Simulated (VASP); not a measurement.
NbAs (rocksalt type):

```xyz
2
Lattice="0.0000 2.6119 2.6119 2.6119 0.0000 2.6119 2.6119 2.6119 0.0000" Properties=species:S:1:pos:R:3 pbc="T T T"
Nb    0.0000    0.0000    0.0000
As    2.6119    2.6119    2.6119
```

| Property | Result |
| --- | --- |
| Program | VASP 6.6.1 |
| Task | relaxation of cell and atoms |
| Functional | PBE |
| Potentials or basis | VASP PAW PBE potentials, release 64 (Nb_sv, As) |
| Cutoff | 600 eV |
| k mesh | 11 × 11 × 11 |
| Occupations | fermi-dirac, width 0.05 eV |
| Spin | no spin polarisation |

At the start: pressure 4.6 GPa; volume 17.82 Å³/atom.

Problem. How do energy, volume and symmetry change on relaxing?

Solution. Over 3 steps the energy falls by 7.4 meV/atom and the volume is 18.36 Å³/atom (+3.0 %); space group Fm-3m (No. 225, to 0.05 Å).

Step by step:
```tsv
step	energy change (eV)	largest force (eV/Å)	pressure (GPa)	volume (Å³)
1	0.0000	0.0000	4.58	35.64
2	0.0148	0.0000	-5.64	38.33
3	-0.0148	0.0000	-0.03	36.72
```

Final structure:
```
Nb As
1.0
     0.00000    2.63809    2.63809
     2.63809    0.00000    2.63809
     2.63809    2.63809    0.00000
Nb As
1 1
Direct
  0.00000 0.00000 0.00000
  0.50000 0.50000 0.50000
```
